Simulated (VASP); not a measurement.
Wanted: the native input for a VASP 6.6.1 run.

```yaml
Task: density of states
Functional: PBEsol
Potentials_or_basis: VASP PAW PBE potentials, release 64 (Sn_d, Te)
Cutoff: 520 eV
k_mesh: 12 × 12 × 12
Occupations: fermi-dirac, width 0.1 eV
Spin: no spin polarisation
Dipole_correction: no
k_mesh_for_the_DOS: 18 × 18 × 18
Occupations_for_the_DOS: tetrahedron
Further_INCAR_settings: ALGO = Normal; EDIFF = 1e-06
```

Crystal: SnTe (zincblende type).

```
CELL_PARAMETERS angstrom
0.00000 3.04852 3.04852
3.04852 0.00000 3.04852
3.04852 3.04852 0.00000
ATOMIC_POSITIONS crystal
Sn 0.00000 0.00000 0.00000
Te 0.25000 0.25000 0.25000
```

This cell differs from its parent crystal: volume scaled by 0.64.

These files were run (other wordings do the same):

POSCAR

```
SnTe
1.0
    0.0000000000      3.0485182636      3.0485182636
    3.0485182636      0.0000000000      3.0485182636
    3.0485182636      3.0485182636      0.0000000000
Sn Te
1 1
Direct
    0.0000000000      0.0000000000      0.0000000000
    0.2500000000      0.2500000000      0.2500000000
```

INCAR.step1

```
  PREC = Accurate
  ENCUT = 520
  EDIFF = 1E-6
  ISMEAR = -1
  SIGMA = 0.1
  LREAL = False
  LASPH = True
  NELM = 100
  ALGO = Normal
  ISIF = 2
  LWAVE = False
  LCHARG = True
  GGA = PS
  NBANDS = 17
```

KPOINTS.step1

```
regular mesh
0
Gamma
  12 12 12
```

INCAR.step2

```
  PREC = Accurate
  ENCUT = 520
  EDIFF = 1E-6
  ISMEAR = -5
  SIGMA = 0.1
  LREAL = False
  LASPH = True
  NELM = 100
  ALGO = Normal
  ISIF = 2
  LWAVE = False
  LCHARG = False
  GGA = PS
  LORBIT = 10
  NEDOS = 1001
  ICHARG = 11
```

KPOINTS.step2

```
regular mesh
0
Gamma
  18 18 18
```

Potentials or basis: VASP PAW PBE potentials, release 64 (Sn_d, Te).

Run with:

```console
$ cat potpaw_PBE.64/Sn_d/POTCAR potpaw_PBE.64/Te/POTCAR > POTCAR
$ cp INCAR.step1 INCAR
$ cp KPOINTS.step1 KPOINTS
$ mpirun -np 1 vasp_std > vasp.out
$ cp INCAR.step2 INCAR
$ cp KPOINTS.step2 KPOINTS
$ mpirun -np 1 vasp_std > vasp.out
```

Results of the run:

- Valence electrons inside the program's atomic spheres: Sn 12.56; Te 3.57

Caveat: spin-orbit coupling is left out, which moves the levels of the heavy elements.

It took 42 s on 1 thread of Intel(R) Xeon(R) 6975P-C (Granite Rapids) (shared host), peak memory 0.3 GiB.
